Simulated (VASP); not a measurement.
Write the native input for VASP 6.6.1 that does the following.

| Quantity | Value |
| --- | --- |
| Task | single point |
| Functional | PBE |
| Potentials or basis | VASP PAW PBE potentials, release 64 (W_sv, S) |
| Cutoff | 520 eV |
| k mesh | 8 × 8 × 3 |
| Occupations | fermi-dirac, width 0.05 eV |
| Spin | no spin polarisation |
| Dipole correction | no |
| Further INCAR settings | ALGO = Normal; EDIFF = 1e-06; NBANDS = 20 |

The structure of WS2 lies in POSCAR:

```
WS2
1.0
    3.3833539469      0.0000000000      0.0000000000
    0.0000000000      3.3833539469      0.0000000000
    0.0000000000      0.0000000000     10.6850850096
W S
1 2
Direct
    0.5000000000      0.5000000000      0.5000000000
    0.5000000000      0.5000000000      0.9155235500
    0.5000000000      0.5000000000      0.0844764500
```

This cell differs from its parent crystal: volume scaled by 0.98.

One way to write it, as run:

INCAR

```
PREC = Accurate ; ENCUT = 520
EDIFF = 1E-6 ; ISMEAR = -1
SIGMA = 0.05 ; LREAL = F
LASPH = T ; NELM = 100
ALGO = Normal ; ISIF = 2
LWAVE = F ; LCHARG = F
GGA = PE ; NBANDS = 20
```

KPOINTS

```
regular mesh
0
Gamma
  8 8 3
```

Potentials or basis: VASP PAW PBE potentials, release 64 (W_sv, S).

Command:

```console
$ cat potpaw_PBE.64/W_sv/POTCAR potpaw_PBE.64/S/POTCAR > POTCAR
$ mpirun -np 1 vasp_std > vasp.out
```

Results of the run:

```yaml
Pressure: -5.9 GPa
Largest_force: 3.300 eV/Å
Band_gap_on_the_k_mesh: zero (band 13 reaches 1.50 eV, above the bottom of band 14 at 0.22 eV)
```

Caveat: spin-orbit coupling is left out, which moves the levels of the heavy elements; forces of over 1 eV/Å act on the atoms, so gaps and moduli don't describe the material at rest.

Run time: 2.4 min on 1 thread of Intel Xeon 8259CL, with other jobs on the host, peak memory 0.27 GiB.
